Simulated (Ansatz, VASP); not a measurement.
One calculation of Si, two programs

File POSCAR:

```
Si
1.0
    4.8456591481      0.0000000000      0.0000000000
    0.0000000000      4.8456591481      0.0000000000
    0.0000000000      0.0000000000      4.8456591481
Si
8
Direct
    0.5000000000      0.5000000000      0.5000000000
    0.0000000000      0.0000000000      0.0000000000
    0.2500000000      0.0000000000      0.5000000000
    0.5000000000      0.2500000000      0.0000000000
    0.5000000000      0.7500000000      0.0000000000
    0.7500000000      0.0000000000      0.5000000000
    0.0000000000      0.5000000000      0.7500000000
    0.0000000000      0.5000000000      0.2500000000
```

INCAR.step1

```
PREC = Accurate ; ENCUT = 600
ISMEAR = 0 ; SIGMA = 0.1
LREAL = False ; LASPH = True
NELM = 100 ; GGA = PE
ALGO = Normal ; EDIFF = 1E-4
LWAVE = True ; LCHARG = False
```

File INCAR.step2:

```
PREC = Accurate ; ENCUT = 600
EDIFF = 1E-6 ; ISMEAR = 0
SIGMA = 0.1 ; LREAL = False
LASPH = True ; NELM = 100
ALGO = Normal ; ISIF = 3
LWAVE = False ; LCHARG = False
METAGGA = R2SCAN ; LMIXTAU = True
IBRION = 2 ; NSW = 100
EDIFFG = -0.01 ; ISTART = 1
```

Contents of KPOINTS:

```
Automatic mesh
0
Gamma
  8 8 8
```

Input for Ansatz:

```yaml
crystal:
  lattice:
    - [4.8456591481, 0.0, 0.0]
    - [0.0, 4.8456591481, 0.0]
    - [0.0, 0.0, 4.8456591481]
  atoms:
    - { symbol: Si, position: [0.5, 0.5, 0.5] }
    - { symbol: Si, position: [0.0, 0.0, 0.0] }
    - { symbol: Si, position: [0.25, 0.0, 0.5] }
    - { symbol: Si, position: [0.5, 0.25, 0.0] }
    - { symbol: Si, position: [0.5, 0.75, 0.0] }
    - { symbol: Si, position: [0.75, 0.0, 0.5] }
    - { symbol: Si, position: [0.0, 0.5, 0.75] }
    - { symbol: Si, position: [0.0, 0.5, 0.25] }
basis:
  ecutwfc: 500
kpoints:
  mp_grid: { grid: [8, 8, 8] }
hamiltonian:
  xc: r2scan
scf:
  occupations: { method: gaussian, width: 0.1 }
output:
  forces: true
  stress: true
  eigenvalues: true
relax:
  adjacent_minimum: "off"
  f_tol: 0.01
  max_steps: 80
  cell: { stress_tol: 0.05 }
```

Alike in both runs: task relaxation of cell and atoms; functional r2SCAN; k mesh 8 × 8 × 8; occupations gaussian, width 0.1 eV; no spin polarisation.

|  | VASP | Ansatz |
| --- | --- | --- |
| version | VASP 6.6.1 | Ansatz 0.2.0 |
| potentials or method | VASP PAW PBE potentials, release 64 (Si), cutoff 600 eV | scalar-relativistic, plane waves, PAW |
| valence electrons in the cell | 32 | 32 |

Ansatz gave:

* gap on the k mesh at the Fermi level, each at its own relaxed structure (eV): none
* relaxed volume (Å³/atom): 14.15
* relaxed cell length with the largest relative difference (Å): 4.837

Question: Which values does VASP return?

Answer: gap on the k mesh at the Fermi level, each at its own relaxed structure (eV): none; relaxed volume (Å³/atom): 14.15; relaxed cell length with the largest relative difference (Å): 4.838.

VASP's potentials were made for PBE, not for r2SCAN. A gap of «none» marks a metal or a gap that the smearing closes.
